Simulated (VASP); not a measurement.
Write the native input for VASP 6.6.1 that does the following.

- Task: single point
- Functional: PBE
- Potentials or basis: VASP PAW PBE potentials, release 64 (Te, Pb_d)
- Cutoff: 520 eV
- k mesh: 10 × 10 × 10
- Occupations: gaussian, width 0.02 eV
- Spin: non-collinear spin, zero start, spin-orbit coupling
- Starting moments: [[0.0, 0.0, 0.0], [0.0, 0.0, 0.0]] μB
- Dipole correction: no
- Further INCAR settings: ALGO = Normal; EDIFF = 1e-06; NBANDS = 32

The structure of TePb (so) lies in POSCAR:

```
TePb
1.0
    0.0000000000      3.3139450966      3.3139450966
    3.3139450966      0.0000000000      3.3139450966
    3.3139450966      3.3139450966      0.0000000000
Te Pb
1 1
Direct
    0.5000000000      0.5000000000      0.5000000000
    0.0000000000      0.0000000000      0.0000000000
```

This cell differs from its parent crystal: volume scaled by 1.03.

These files were run (other wordings do the same):

INCAR

```
ALGO = Normal
EDIFF = 1E-6
ENCUT = 520
GGA = PE
GGA_COMPAT = F
ISIF = 2
ISMEAR = 0
LASPH = T
LCHARG = F
LORBIT = 11
LORBMOM = T
LREAL = F
LSORBIT = T
LWAVE = F
MAGMOM = 0 0 0 0 0 0
NBANDS = 32
NELM = 150
PREC = Accurate
SIGMA = 0.02
```

KPOINTS

```
k-points
0
Gamma
  10 10 10
```

Potentials or basis: VASP PAW PBE potentials, release 64 (Te, Pb_d).

The run is started by

```sh
$ cat potpaw_PBE.64/Te/POTCAR potpaw_PBE.64/Pb_d/POTCAR > POTCAR
$ mpirun -np 1 vasp_ncl > vasp.out
```

It gave:

```yaml
Pressure: -1.0 GPa
Net_moment: 0.00 μB per cell
Valence_electrons_inside_the_program's_atomic_spheres: Te 3.36; Pb 11.85
```

It took 2.3 min on 1 thread of Intel(R) Xeon(R) 6975P-C (Granite Rapids), with other jobs on the host, peak memory 0.48 GiB.
